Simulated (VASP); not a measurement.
# Y (P6_3/mmc) in VASP: single point with r2SCAN

Aim: the single point of Y with r2SCAN.

All numbers are computed with VASP 6.6.1; they aren't measurements. Logs are shortened: lines on timing, memory, paths and dates and some standing lists are left out, and cuts for length are marked.

## Step 1: The cell of the first run

Symmetry: P6_3/mmc, No. 194, hexagonal system. The conventional cell has a = 3.449 Å, b = 3.449 Å, c = 5.396 Å, α = 90.00°, β = 90.00°, γ = 120.00°. Within 4.4 Å of Y (site symmetry -6m2) lie 12 Y at 3.35 to 3.45 Å.

## Step 2: Single point, r2SCAN

POSCAR reads:

```
Y
1.0
    1.7245840000      2.9870620000      0.0000000000
   -1.7245840000      2.9870620000      0.0000000000
    0.0000000000      0.0000000000      5.3961440000
Y
2
Direct
    0.3333300000      0.3333400000      0.2500000000
    0.6666600000      0.6666700000      0.7500000000
```

INCAR.step1 reads:

```
SYSTEM = Y
  PREC = Accurate
  ENCUT = 520
  ISMEAR = -1
  SIGMA = 0.1379
  LREAL = .FALSE.
  LASPH = .TRUE.
  NELM = 100
  NBANDS = 18
  GGA = PE
  ALGO = Normal
  EDIFF = 1E-4
  LWAVE = .TRUE.
  LCHARG = .FALSE.
```

INCAR.step2 reads:

```
SYSTEM = Y
  PREC = Accurate
  ENCUT = 520
  EDIFF = 1E-6
  ISMEAR = -1
  SIGMA = 0.1379
  LREAL = .FALSE.
  LASPH = .TRUE.
  NELM = 100
  ALGO = Normal
  ISIF = 2
  LWAVE = .FALSE.
  LCHARG = .FALSE.
  METAGGA = R2SCAN
  LMIXTAU = .TRUE.
  NBANDS = 18
  ISTART = 1
```

KPOINTS reads:

```
regular mesh
0
G
  11 11 6
  0 0 0
```

Potentials or basis: VASP PAW PBE potentials, release 64 (Y_sv).

Run with:

```sh
$ cat potpaw_PBE.64/Y_sv/POTCAR > POTCAR
$ cp INCAR.step1 INCAR
$ mpirun -np 1 vasp_std > vasp.out
$ cp INCAR.step2 INCAR
$ mpirun -np 1 vasp_std > vasp.out
```

OUTCAR:

```text
SYSTEM = Y
   PREC = Accurate
   ENCUT = 520
   EDIFF = 1E-6
   ISMEAR = -1
   LREAL = .FALSE.
   LASPH = .TRUE.
   NELM = 100
   ISIF = 2
   METAGGA = R2SCAN
   ISTART = 1

 ion  position               nearest neighbor table
   1  0.333  0.333  0.250-   2 3.35   2 3.35   2 3.35   2 3.35   2 3.35   2 3.35
   2  0.667  0.667  0.750-   1 3.35   1 3.35   1 3.35   1 3.35   1 3.35   1 3.35

  LATTYP: Found a hexagonal cell.
 ALAT       =     3.4491635747
 C/A-ratio  =     1.5644790058

  Lattice vectors:

 A1 = (   1.7245840000,  -2.9870620000,   0.0000000000)
 A2 = (   1.7245840000,   2.9870620000,   0.0000000000)
 A3 = (   0.0000000000,   0.0000000000,   5.3961440000)

Analysis of symmetry for initial positions (statically):
=====================================================================
 Subroutine PRICEL returns:
 Original cell was already a primitive cell.

 Routine SETGRP: Setting up the symmetry group for a
 hexagonal supercell.

 Subroutine GETGRP returns: Found  8 space group operations
 (whereof  2 operations were pure point group operations)
 out of a pool of 24 trial point group operations.

The static configuration has the point symmetry C_2 .
 The point group associated with its full space group is D_2h.

Analysis of symmetry for dynamics (positions and initial velocities):
=====================================================================
 Subroutine PRICEL returns:
 Original cell was already a primitive cell.

 Routine SETGRP: Setting up the symmetry group for a
 hexagonal supercell.

 Subroutine GETGRP returns: Found  8 space group operations
 (whereof  2 operations were pure point group operations)
 out of a pool of 24 trial point group operations.

The dynamic configuration has the point symmetry C_2 .
 The point group associated with its full space group is D_2h.

 Subroutine INISYM returns: Found  8 space group operations
 (whereof  2 operations are pure point group operations),
 and found     1 'primitive' translations

----------------------------------------------------------------------------------------

                                     Primitive cell

  volume of cell :      55.5958

  direct lattice vectors                    reciprocal lattice vectors
     1.724584000  2.987062000  0.000000000     0.289924991  0.167388558  0.000000000
    -1.724584000  2.987062000  0.000000000    -0.289924991  0.167388558  0.000000000
     0.000000000  0.000000000  5.396144000     0.000000000  0.000000000  0.185317516

  length of vectors
     3.449163575  3.449163575  5.396144000     0.334776686  0.334776686  0.185317516

  position of ions in fractional coordinates (direct lattice)
     0.333330000  0.333340000  0.250000000
     0.666660000  0.666670000  0.750000000

  ion indices of the primitive-cell ions
   primitive index   ion index
                 1           1
                 2           2

----------------------------------------------------------------------------------------

 KPOINTS: regular mesh

Automatic generation of k-mesh.
 Grid dimensions read from file:
 generate k-points for:   11   11    6

 Generating k-lattice:

  Cartesian coordinates                     Fractional coordinates (reciprocal lattice)
     0.026356817  0.015217142  0.000000000     0.090909091  0.000000000  0.000000000
    -0.026356817  0.015217142  0.000000000     0.000000000  0.090909091  0.000000000
     0.000000000  0.000000000  0.030886253     0.000000000  0.000000000  0.166666667

  Length of vectors
     0.030434244  0.030434244  0.030886253

  Shift w.r.t. Gamma in fractional coordinates (k-lattice)
     0.000000000  0.000000000  0.000000000

 Subroutine IBZKPT returns following result:
 ===========================================

 Found    144 irreducible k-points:

 Following reciprocal coordinates:
            Coordinates               Weight
  0.000000  0.000000  0.000000      1.000000
  0.090909 -0.000000  0.000000      4.000000
  0.090909  0.090909  0.000000      2.000000
  0.181818  0.000000  0.000000      4.000000
  0.181818  0.181818  0.000000      2.000000
  0.272727  0.000000  0.000000      4.000000
[... 16 lines left out ...]
 -0.454545  0.090909  0.000000      4.000000
  0.454545 -0.454545  0.000000      2.000000
 [... further k-points ...]
   k-points           NKPTS =    144   k-points in BZ     NKDIM =    144   number of bands    NBANDS=     18
   number of dos      NEDOS =    301   number of ions     NIONS =      2
   total plane-waves  NPLWV =  31360
   dimension x,y,z NGX =    28 NGY =   28 NGZ =   40
   dimension x,y,z NGXF=    56 NGYF=   56 NGZF=   80
   ions per type =               2
   NGX,Y,Z   is equivalent  to a cutoff of  13.50, 13.50, 12.32 a.u.
   NGXF,Y,Z  is equivalent  to a cutoff of  26.99, 26.99, 24.65 a.u.
 SYSTEM =  Y
   PREC   = accura    normal or accurate (medium, high low for compatibility)
   ISTART =      1    job   : 0-new  1-cont  2-samecut
   ICHARG =      0    charge: 1-file 2-atom 10-const
   ISPIN  =      1    spin polarized calculation?
   LNONCOLLINEAR =      F non collinear calculations
   LSORBIT =      F    spin-orbit coupling
   LASPH  =      T    aspherical Exc in radial PAW
   ENCUT  =  520.0 eV  38.22 Ry    6.18 a.u.   6.41  6.41 10.03*2*pi/ulx,y,z
   NELM   =    100;   NELMIN=  2; NELMDL=  0     # of ELM steps
   EDIFF  = 0.1E-05   stopping-criterion for ELM
   LREAL  =      F    real-space projection
   EDIFFG = 0.1E-04   stopping-criterion for IOM
   NSW    =      0    number of steps for IOM
   IBRION =     -1    ionic relax: 0-MD 1-quasi-New 2-CG
   NFREE  =      0    steps in history (QN), initial steepest desc. (CG)
   ISIF   =      2    stress and relaxation
   ISYM   =      2    0-nonsym 1-usesym 2-fastsym
   POTIM  = 0.5000    time-step for ionic-motion
   TEBEG  =    0.0;   TEEND  =   0.0 temperature during run
   PSTRESS=    0.0 pullay stress
   NELECT =      22.0000    total number of electrons
   NUPDOWN=      -1.0000    fix difference up-down
   EMIN   =  10.00;   EMAX   =-10.00  energy-range for DOS
   EFERMI =   0.00;   METHOD = LEGACY
   ISMEAR =    -1;   SIGMA  =   0.14  broadening in eV -4-tet -1-fermi 0-gaus
   EFERMI_NEDOS =   21; number of points for ismear=-14 and -15
   IALGO  =     38    algorithm
   IMIX   =      4    mixing-type and parameters
     AMIX     =   0.40;   BMIX     =  1.00
     AMIX_MAG =   1.60;   BMIX_MAG =  1.00
  volume/ion in A,a.u.               =      27.80       187.59
  Fermi-wavevector in a.u.,A,eV,Ry     =   1.201900  2.271262 19.654483  1.444564
  Thomas-Fermi vector in A             =   2.337696
   LORBIT       =      0    0 simple, 1 ext, 2 COOP (PROOUT), +10 PAW based schemes
   METAGGA = R2SCAN    functional components
   LHFCALC =     F    Hartree Fock is set to
   AEXX    =    0.0000 exact exchange contribution
   IVDW    =     0    specifies the selected vdW correction
   LEPSILON=     F    determine dielectric tensor
   LRPA    =     F    only Hartree local field effects (RPA)
 non-spin polarized calculation
  energy-cutoff  :      520.00
  volume of cell :       55.60
 maximum number of plane-waves:      1520
 NGX is ok and might be reduce to    28
   NGX = 13   NGY = 13   NGZ = 21

 number of electron      22.0000000 magnetization

 Free energy of the ion-electron system (eV)
  ---------------------------------------------------
  ext. energy  EPLUGINS =         0.00000000
  ---------------------------------------------------
  free energy    TOTEN  =       -40.32642348 eV

  energy without entropy =      -40.14484781  energy(sigma->0) =      -40.23563564

 E-fermi :   3.9150     XC(G=0): -10.7941

 val. band max:        3.8754551818   @ k =  -0.3636   0.2727   0.5000
 cond. band min:       3.9273547743   @ k =  -0.0909   0.3636   0.1667
 fundamental gap:      0.0518995925
 Fermi energy:         3.9150011621

 k-point     1 :       0.0000    0.0000    0.0000
  band No.  band energies     occupation
      1     -39.8838      2.00000
      2     -39.7219      2.00000
      3     -19.7962      2.00000
      4     -18.9215      2.00000
      5     -18.9215      2.00000
      6     -18.7710      2.00000
[... 10 lines left out ...]
     17       7.3985      0.00000
     18       7.3985      0.00000

 k-point     2 :       0.0909   -0.0000    0.0000
  band No.  band energies     occupation
      1     -39.8748      2.00000
      2     -39.7187      2.00000
      3     -19.7700      2.00000
      4     -18.9763      2.00000
      5     -18.9400      2.00000
      6     -18.8283      2.00000
[... 10 lines left out ...]
     17       7.0969      0.00000
     18       7.1744      0.00000

 k-point     3 :       0.0909    0.0909    0.0000
  band No.  band energies     occupation
      1     -39.8748      2.00000
      2     -39.7187      2.00000
      3     -19.7700      2.00000
      4     -18.9763      2.00000
      5     -18.9400      2.00000
      6     -18.8283      2.00000
[... 10 lines left out ...]
     17       7.0969      0.00000
     18       7.1745      0.00000

 k-point     4 :       0.1818    0.0000    0.0000
  band No.  band energies     occupation
      1     -39.8500      2.00000
      2     -39.7107      2.00000
      3     -19.6953      2.00000
      4     -19.1238      2.00000
      5     -18.9872      2.00000
      6     -18.9758      2.00000
[... 10 lines left out ...]
     17       7.3790      0.00000
     18       7.6035      0.00000

 k-point     5 :       0.1818    0.1818    0.0000
  band No.  band energies     occupation
      1     -39.8500      2.00000
      2     -39.7107      2.00000
      3     -19.6953      2.00000
      4     -19.1238      2.00000
      5     -18.9872      2.00000
      6     -18.9758      2.00000
[... 10 lines left out ...]
     17       7.3790      0.00000
     18       7.6035      0.00000

 k-point     6 :       0.2727    0.0000    0.0000
  band No.  band energies     occupation
      1     -39.8156      2.00000
      2     -39.7020      2.00000
      3     -19.5847      2.00000
      4     -19.3171      2.00000
      5     -19.1573      2.00000
      6     -19.0454      2.00000
[... 10 lines left out ...]
     17       8.1166      0.00000
     18       8.4691      0.00000

 k-point     7 :       0.2727    0.2727    0.0000
  band No.  band energies     occupation
      1     -39.8156      2.00000
      2     -39.7020      2.00000
      3     -19.5847      2.00000
      4     -19.3171      2.00000
      5     -19.1573      2.00000
      6     -19.0454      2.00000
[... 10 lines left out ...]
     17       8.1167      0.00000
     18       8.4690      0.00000

 k-point     8 :       0.3636    0.0000    0.0000
  band No.  band energies     occupation
      1     -39.7803      2.00000
      2     -39.6974      2.00000
      3     -19.4933      2.00000
      4     -19.4593      2.00000
      5     -19.3148      2.00000
      6     -19.0965      2.00000
[... 10 lines left out ...]
     17       9.1233      0.00000
     18       9.4929      0.00000
[... 229 lines left out ...]
     17       8.5937      0.00000
     18       9.3561      0.00000

 k-point    20 :       0.4545    0.0909    0.0000
  band No.  band energies     occupation
      1     -39.7620      2.00000
      2     -39.6976      2.00000
      3     -19.5432      2.00000
      4     -19.3877      2.00000
      5     -19.3659      2.00000
      6     -19.1385      2.00000
[... 10 lines left out ...]
     17       9.6984      0.00000
     18      10.4876      0.00000

 k-point    21 :       0.3636    0.4545    0.0000
  band No.  band energies     occupation
      1     -39.7620      2.00000
      2     -39.6976      2.00000
      3     -19.5432      2.00000
      4     -19.3877      2.00000
      5     -19.3659      2.00000
      6     -19.1385      2.00000
[... 10 lines left out ...]
     17       9.6984      0.00000
     18      10.4874      0.00000

 k-point    22 :      -0.0909    0.3636    0.0000
  band No.  band energies     occupation
      1     -39.7620      2.00000
      2     -39.6976      2.00000
      3     -19.5432      2.00000
      4     -19.3877      2.00000
      5     -19.3659      2.00000
      6     -19.1385      2.00000
[... 10 lines left out ...]
     17       9.6984      0.00000
     18      10.4869      0.00000

 k-point    23 :      -0.4545    0.0909    0.0000
  band No.  band energies     occupation
      1     -39.7481      2.00000
      2     -39.6996      2.00000
      3     -19.5946      2.00000
      4     -19.4029      2.00000
      5     -19.3275      2.00000
      6     -19.1600      2.00000
[... 10 lines left out ...]
     17      10.2126      0.00000
     18      10.7045      0.00000

 k-point    24 :       0.4545   -0.4545    0.0000
  band No.  band energies     occupation
      1     -39.7481      2.00000
      2     -39.6996      2.00000
      3     -19.5946      2.00000
      4     -19.4029      2.00000
      5     -19.3274      2.00000
      6     -19.1600      2.00000
[... 10 lines left out ...]
     17      10.2126      0.00000
     18      10.7045      0.00000

 [... further k-points ...]

------------------------ aborting loop because EDIFF is reached ----------------------------------------

  FORCE on cell =-STRESS in cart. coord.  units (eV):
  Direction    XX          YY          ZZ          XY          YZ          ZX
  --------------------------------------------------------------------------------------
  -------------------------------------------------------------------------------------
  Total        3.5425994      3.5427060      3.3415526     -0.0000000      0.0000000      0.0000000
  in kB      102.0917168    102.0947894     96.2978888     -0.0000000      0.0000000      0.0000000
  external PRESSURE =     100.1614650 kB  Pullay stress =       0.0000000 kB

 VOLUME and BASIS-vectors are now :
 -----------------------------------------------------------------------------
  energy-cutoff  :      520.00
  volume of cell :       55.60
      direct lattice vectors                 reciprocal lattice vectors
     1.724584000  2.987062000  0.000000000     0.289924991  0.167388558  0.000000000
    -1.724584000  2.987062000  0.000000000    -0.289924991  0.167388558  0.000000000
     0.000000000  0.000000000  5.396144000     0.000000000  0.000000000  0.185317516

 POSITION                                       TOTAL-FORCE (eV/Angst)
 -----------------------------------------------------------------------------------
     -0.00002      1.99138      1.34904         0.000000     -0.000022      0.000000
     -0.00002      3.98274      4.04711         0.000000      0.000022      0.000000
 -----------------------------------------------------------------------------------
    total drift:                                0.000000      0.000000     -0.000000

  FREE ENERGIE OF THE ION-ELECTRON SYSTEM (eV)
  ---------------------------------------------------
  free  energy   TOTEN  =       -40.3264234780 eV

  energy  without entropy=      -40.1448478051  energy(sigma->0) =      -40.23563564
```

Wall time 6.7 min (1 thread of Intel Xeon Platinum 8259CL at 2.50GHz (Skylake/Cascade Lake), shared host); peak memory 0.28 GiB.

Results:

- Free energy: -40.3264 eV
- Pressure: 10.0 GPa
- Band gap on the k mesh: zero (bands 11 and 12 overlap by 1.87 eV)

Levels at points of the mesh, in eV from the Fermi level:
| k point | band 7 | band 8 | band 9 | band 10 | band 11 | band 12 | band 13 | band 14 | band 15 | band 16 |
| --- | --- | --- | --- | --- | --- | --- | --- | --- | --- | --- |
| (0.00, 0.00, 0.00) | -22.69 | -22.65 | -5.11 | -2.17 | 1.41 | 2.10 | 2.10 | 2.55 | 2.93 | 2.93 |
| (0.00, 0.00, 0.50) | -22.76 | -22.76 | -3.39 | -3.39 | 1.13 | 1.13 | 2.02 | 2.02 | 2.02 | 2.02 |

Caveat: the cell stands under pressure; the PAW data sets were made with another functional, which shifts forces and pressure a little.
